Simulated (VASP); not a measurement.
# BiTe (Cm) in VASP: single point with PBE

Aim: the single point of BiTe with PBE.

Everything below comes from runs of VASP 6.6.1. Logs are shortened: lines on timing, memory, paths and dates and some standing lists are left out, and cuts for length are marked.

### Step 1. The cell of the first run

The structure is monoclinic, space group Cm (No. 8). Conventional cell: a = 7.200 Å, b = 4.845 Å, c = 4.339 Å, α = 90.00°, β = 117.00°, γ = 90.00°. Bi (site symmetry m) has 6 Te at 3.17 to 3.34 Å within 4.2 Å. Te (site symmetry m) has 6 Bi at 3.17 to 3.34 Å within 4.2 Å.

### Step 2. Single point, PBE

The input, INCAR:

```
PREC = Accurate
ENCUT = 520
EDIFF = 1E-7
ISMEAR = 0
SIGMA = 0.15
LREAL = False
LASPH = True
NELM = 100
ALGO = Normal
ISIF = 2
LWAVE = False
LCHARG = False
GGA = PE
NBANDS = 18
```

The input, KPOINTS:

```
regular mesh
0
Gamma
  12 12 12
```

The input, POSCAR:

```
BiTe
1.0
    2.4227077728      1.3987509848      3.3172919545
   -2.4227077728      1.3987509848      3.3172919545
    0.0000000000     -2.7975019696      3.3172919545
Bi Te
1 1
Direct
    0.4711942132      0.5000000000      0.5000000000
    0.0000000000      0.0000000000      0.0000000000
```

Potentials or basis: VASP PAW PBE potentials, release 64 (Bi_d, Te).

Command:

```bash
cat potpaw_PBE.64/Bi_d/POTCAR potpaw_PBE.64/Te/POTCAR > POTCAR
mpirun -np 1 vasp_std > vasp.out
```

OUTCAR:

```text
PREC = Accurate
   ENCUT = 520
   EDIFF = 1E-7
   ISMEAR = 0
   LREAL = False
   LASPH = True
   NELM = 100
   ISIF = 2
   GGA = PE

 ion  position               nearest neighbor table
   1  0.471  0.500  0.500-   2 3.17   2 3.17   2 3.23   2 3.28   2 3.34   2 3.34
   2  0.000  0.000  0.000-   1 3.17   1 3.17   1 3.23   1 3.28   1 3.34   1 3.34

  LATTYP: Found a trigonal (rhomboedric) cell.
 ALAT       =     4.3394058558
 COS(alpha) =     0.3765932224

  Lattice vectors:

 A1 = (   2.4227077728,   1.3987509848,   3.3172919545)
 A2 = (  -2.4227077728,   1.3987509848,   3.3172919545)
 A3 = (   0.0000000000,  -2.7975019696,   3.3172919545)

Analysis of symmetry for initial positions (statically):
=====================================================================
 Subroutine PRICEL returns:
 Original cell was already a primitive cell.

 Routine SETGRP: Setting up the symmetry group for a
 trigonal (rhombohedral) supercell.

 Subroutine GETGRP returns: Found  2 space group operations
 (whereof  2 operations were pure point group operations)
 out of a pool of 12 trial point group operations.

The static configuration has the point symmetry C_1h.

Analysis of symmetry for dynamics (positions and initial velocities):
=====================================================================
 Subroutine PRICEL returns:
 Original cell was already a primitive cell.

 Routine SETGRP: Setting up the symmetry group for a
 trigonal (rhombohedral) supercell.

 Subroutine GETGRP returns: Found  2 space group operations
 (whereof  2 operations were pure point group operations)
 out of a pool of 12 trial point group operations.

The dynamic configuration has the point symmetry C_1h.

 Subroutine INISYM returns: Found  2 space group operations
 (whereof  2 operations are pure point group operations),
 and found     1 'primitive' translations

----------------------------------------------------------------------------------------

                                     Primitive cell

  volume of cell :      67.4491

  direct lattice vectors                    reciprocal lattice vectors
     2.422707773  1.398750985  3.317291954     0.206380648  0.119153923  0.100483568
    -2.422707773  1.398750985  3.317291954    -0.206380648  0.119153923  0.100483568
     0.000000000 -2.797501970  3.317291954     0.000000000 -0.238307845  0.100483568

  length of vectors
     4.339405856  4.339405856  4.339405856     0.258626326  0.258626326  0.258626326

  position of ions in fractional coordinates (direct lattice)
     0.471194213  0.500000000  0.500000000
     0.000000000  0.000000000  0.000000000

  ion indices of the primitive-cell ions
   primitive index   ion index
                 1           1
                 2           2

----------------------------------------------------------------------------------------

 KPOINTS: regular mesh

Automatic generation of k-mesh.
 Grid dimensions read from file:
 generate k-points for:   12   12   12

 Generating k-lattice:

  Cartesian coordinates                     Fractional coordinates (reciprocal lattice)
     0.017198387  0.009929494  0.008373631     0.083333333 -0.000000000  0.000000000
    -0.017198387  0.009929494  0.008373631    -0.000000000  0.083333333  0.000000000
     0.000000000 -0.019858987  0.008373631     0.000000000  0.000000000  0.083333333

  Length of vectors
     0.021552194  0.021552194  0.021552194

  Shift w.r.t. Gamma in fractional coordinates (k-lattice)
     0.000000000  0.000000000  0.000000000

 Subroutine IBZKPT returns following result:
 ===========================================

 Found    476 irreducible k-points:

 Following reciprocal coordinates:
            Coordinates               Weight
  0.000000  0.000000  0.000000      1.000000
  0.083333 -0.000000  0.000000      2.000000
 -0.000000  0.083333  0.000000      4.000000
  0.166667 -0.000000  0.000000      2.000000
 -0.000000  0.166667  0.000000      4.000000
  0.250000 -0.000000  0.000000      2.000000
[... 16 lines left out ...]
 -0.000000  0.333333  0.083333      4.000000
 -0.083333 -0.333333  0.000000      4.000000
 [... further k-points ...]
   k-points           NKPTS =    476   k-points in BZ     NKDIM =    476   number of bands    NBANDS=     18
   number of dos      NEDOS =    301   number of ions     NIONS =      2
   total plane-waves  NPLWV =  32768
   dimension x,y,z NGX =    32 NGY =   32 NGZ =   32
   dimension x,y,z NGXF=    64 NGYF=   64 NGZF=   64
   ions per type =               1   1
   NGX,Y,Z   is equivalent  to a cutoff of  12.26, 12.26, 12.26 a.u.
   NGXF,Y,Z  is equivalent  to a cutoff of  24.52, 24.52, 24.52 a.u.
 SYSTEM =  unknown system
   PREC   = accura    normal or accurate (medium, high low for compatibility)
   ISTART =      0    job   : 0-new  1-cont  2-samecut
   ICHARG =      2    charge: 1-file 2-atom 10-const
   ISPIN  =      1    spin polarized calculation?
   LNONCOLLINEAR =      F non collinear calculations
   LSORBIT =      F    spin-orbit coupling
   LASPH  =      T    aspherical Exc in radial PAW
   ENCUT  =  520.0 eV  38.22 Ry    6.18 a.u.   8.07  8.07  8.07*2*pi/ulx,y,z
   NELM   =    100;   NELMIN=  2; NELMDL= -5     # of ELM steps
   EDIFF  = 0.1E-06   stopping-criterion for ELM
   LREAL  =      F    real-space projection
   EDIFFG = 0.1E-05   stopping-criterion for IOM
   NSW    =      0    number of steps for IOM
   IBRION =     -1    ionic relax: 0-MD 1-quasi-New 2-CG
   NFREE  =      0    steps in history (QN), initial steepest desc. (CG)
   ISIF   =      2    stress and relaxation
   ISYM   =      2    0-nonsym 1-usesym 2-fastsym
   POTIM  = 0.5000    time-step for ionic-motion
   TEBEG  =    0.0;   TEEND  =   0.0 temperature during run
   PSTRESS=    0.0 pullay stress
   NELECT =      21.0000    total number of electrons
   NUPDOWN=      -1.0000    fix difference up-down
   EMIN   =  10.00;   EMAX   =-10.00  energy-range for DOS
   EFERMI =   0.00;   METHOD = LEGACY
   ISMEAR =     0;   SIGMA  =   0.15  broadening in eV -4-tet -1-fermi 0-gaus
   EFERMI_NEDOS =   21; number of points for ismear=-14 and -15
   IALGO  =     38    algorithm
   IMIX   =      4    mixing-type and parameters
     AMIX     =   0.40;   BMIX     =  1.00
     AMIX_MAG =   1.60;   BMIX_MAG =  1.00
  volume/ion in A,a.u.               =      33.72       227.58
  Fermi-wavevector in a.u.,A,eV,Ry     =   1.109573  2.096789 16.750837  1.231152
  Thomas-Fermi vector in A             =   2.246114
   LORBIT       =      0    0 simple, 1 ext, 2 COOP (PROOUT), +10 PAW based schemes
   GGA     = PE    functional components
   LHFCALC =     F    Hartree Fock is set to
   AEXX    =    0.0000 exact exchange contribution
   IVDW    =     0    specifies the selected vdW correction
   LEPSILON=     F    determine dielectric tensor
   LRPA    =     F    only Hartree local field effects (RPA)
 non-spin polarized calculation
 Gauss-broadening in eV      SIGMA  =   0.15
  energy-cutoff  :      520.00
  volume of cell :       67.45
 maximum number of plane-waves:      1832
   NGX = 17   NGY = 17   NGZ = 17

 number of electron      20.9999998 magnetization

 Free energy of the ion-electron system (eV)
  ---------------------------------------------------
  ext. energy  EPLUGINS =         0.00000000
  ---------------------------------------------------
  free energy    TOTEN  =        -7.17614049 eV

  energy without entropy =       -7.16145865  energy(sigma->0) =       -7.16879957

 E-fermi :   6.6992     XC(G=0):  -9.4748

 val. band max:        6.6977998083   @ k =   0.1667   0.3333   0.3333
 cond. band min:       6.7011015988   @ k =  -0.3333   0.0833  -0.0833
 fundamental gap:      0.0033017905
 Fermi energy:         6.6991861348

 k-point     1 :       0.0000    0.0000    0.0000
  band No.  band energies     occupation
      1     -16.5510      2.00000
      2     -16.5510      2.00000
      3     -16.5405      2.00000
      4     -16.5375      2.00000
      5     -16.5244      2.00000
      6      -6.8242      2.00000
[... 10 lines left out ...]
     17      13.3285      0.00000
     18      13.5375      0.00000

 k-point     2 :       0.0833   -0.0000    0.0000
  band No.  band energies     occupation
      1     -16.5509      2.00000
      2     -16.5508      2.00000
      3     -16.5409      2.00000
      4     -16.5370      2.00000
      5     -16.5243      2.00000
      6      -6.7656      2.00000
[... 10 lines left out ...]
     17      13.3260      0.00000
     18      13.8395      0.00000

 k-point     3 :      -0.0000    0.0833    0.0000
  band No.  band energies     occupation
      1     -16.5510      2.00000
      2     -16.5508      2.00000
      3     -16.5403      2.00000
      4     -16.5376      2.00000
      5     -16.5243      2.00000
      6      -6.7649      2.00000
[... 10 lines left out ...]
     17      13.3206      0.00000
     18      13.8229      0.00000

 k-point     4 :       0.1667   -0.0000    0.0000
  band No.  band energies     occupation
      1     -16.5508      2.00000
      2     -16.5505      2.00000
      3     -16.5418      2.00000
      4     -16.5358      2.00000
      5     -16.5239      2.00000
      6      -6.5908      2.00000
[... 375 lines left out ...]
      4     -16.5324      2.00000
      5     -16.5220      2.00000
      6      -5.9917      2.00000
[... 10 lines left out ...]
     17      15.2157      0.00000
     18      16.2192      0.00000

 k-point    23 :      -0.0000    0.3333    0.0833
  band No.  band energies     occupation
      1     -16.5516      2.00000
      2     -16.5502      2.00000
      3     -16.5414      2.00000
      4     -16.5343      2.00000
      5     -16.5218      2.00000
      6      -5.9804      2.00000
[... 10 lines left out ...]
     17      15.1739      0.00000
     18      16.2088      0.00000

 k-point    24 :      -0.0833   -0.3333    0.0000
  band No.  band energies     occupation
      1     -16.5520      2.00000
      2     -16.5497      2.00000
      3     -16.5418      2.00000
      4     -16.5339      2.00000
      5     -16.5219      2.00000
      6      -5.9774      2.00000
[... 10 lines left out ...]
     17      15.1716      0.00000
     18      16.2042      0.00000

 [... further k-points ...]
[... 5 lines left out ...]
  --------------------------------------------------------------------------------------
  -------------------------------------------------------------------------------------
  Total        0.0486553      0.1065834      0.0181036     -0.0501672      0.0068539      0.0118713
  in kB        1.1557515      2.5317671      0.4300299     -1.1916645      0.1628065      0.2819898
  external PRESSURE =       1.3725162 kB  Pullay stress =       0.0000000 kB

 VOLUME and BASIS-vectors are now :
 -----------------------------------------------------------------------------
  energy-cutoff  :      520.00
  volume of cell :       67.45
      direct lattice vectors                 reciprocal lattice vectors
     2.422707773  1.398750985  3.317291954     0.206380648  0.119153923  0.100483568
    -2.422707773  1.398750985  3.317291954    -0.206380648  0.119153923  0.100483568
     0.000000000 -2.797501970  3.317291954     0.000000000 -0.238307845  0.100483568

 POSITION                                       TOTAL-FORCE (eV/Angst)
 -----------------------------------------------------------------------------------
     -0.06979     -0.04029      4.88038         0.154610      0.089264      0.117597
      0.00000      0.00000      0.00000        -0.154610     -0.089264     -0.117597
 -----------------------------------------------------------------------------------
    total drift:                                0.000342      0.000197      0.000495

  FREE ENERGIE OF THE ION-ELECTRON SYSTEM (eV)
  ---------------------------------------------------
  free  energy   TOTEN  =        -7.1761404892 eV

  energy  without entropy=       -7.1614586511  energy(sigma->0) =       -7.16879957
```

It took 2.6 min on 1 thread of Intel Xeon Platinum 8488C (Sapphire Rapids), shared host; peak memory 0.63 GiB.

What came out:

```
Free energy   : -7.1761 eV
Pressure      : 0.1 GPa
Largest force : 0.214 eV/Å
```

Forces on the atoms (eV/Å):
```
Bi   0.155  0.089  0.118
Te  -0.155 -0.089 -0.118
```

Caveat: the cell differs from its parent crystal (all Bi atoms moved +0.125 Å, as atom 1 towards its neighbour atom 1 (Bi) at 4.339 Å); spin-orbit coupling is left out, which moves the levels of the heavy elements.
